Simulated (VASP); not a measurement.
Set up this calculation in VASP 6.6.1, as the native input.

```
Task                   : single point
Functional             : PBE
Potentials or basis    : VASP PAW PBE potentials, release 64 (Al, Mo_sv, N)
Cutoff                 : 520 eV
k mesh                 : 6 × 6 × 4
Occupations            : gaussian, width 0.1 eV
Spin                   : collinear spin, ferromagnetic start
Starting moments       : [0.0, 0.0, 1.0, 0.0, 0.0, 0.0] μB
Dipole correction      : no
Further INCAR settings : ALGO = Normal; EDIFF = 1e-06; NBANDS = 30
```

The structure of Al2MoN3 lies in POSCAR:

```
Al2MoN3
1.0
    6.0386048713      0.0000000000      0.0000000000
   -3.0193024357      5.2295852220      0.0000000000
    0.0000000000      0.0000000000      3.1124354322
Al Mo N
2 1 3
Direct
    0.3333333333      0.6666666667      0.5000000000
    0.6666666667      0.3333333333      0.5000000000
    0.0000000000      0.0000000000      0.0000000000
    0.5000000000      0.0000000000      0.5000000000
    0.0000000000      0.5000000000      0.5000000000
    0.5000000000      0.5000000000      0.5000000000
```

One way to write it, as run:

INCAR

```
  PREC = Accurate
  ENCUT = 520
  EDIFF = 1E-6
  ISMEAR = 0
  SIGMA = 0.1
  LREAL = F
  LASPH = T
  NELM = 150
  ALGO = Normal
  ISIF = 2
  LWAVE = F
  LCHARG = F
  ISPIN = 2
  MAGMOM = 0 0 1 0 0 0
  LORBIT = 11
  LMAXMIX = 4
  GGA = PE
  NBANDS = 30
```

KPOINTS

```
regular mesh
0
Gamma
  6 6 4
```

Potentials or basis: VASP PAW PBE potentials, release 64 (Al, Mo_sv, N).

The run is started by

```sh
$ cat potpaw_PBE.64/Al/POTCAR potpaw_PBE.64/Mo_sv/POTCAR potpaw_PBE.64/N/POTCAR > POTCAR
$ mpirun -np 1 vasp_std > vasp.out
```

Results of the run:

| Property | Result |
| --- | --- |
| Pressure | 0.1 GPa |
| Net moment | 2.50 μB per cell |
| Site moments | Al +0.01; Mo +3.33; N -0.36 μB |
| Valence electrons inside the program's atomic spheres | Al 0.90; Mo 11.92; N 3.71 |

Caveat: the k points lie up to 0.50 Å⁻¹ apart.

It took 110 s on 1 thread of Intel(R) Xeon(R) 6975P-C (Granite Rapids), on a shared host, peak memory 0.33 GiB.
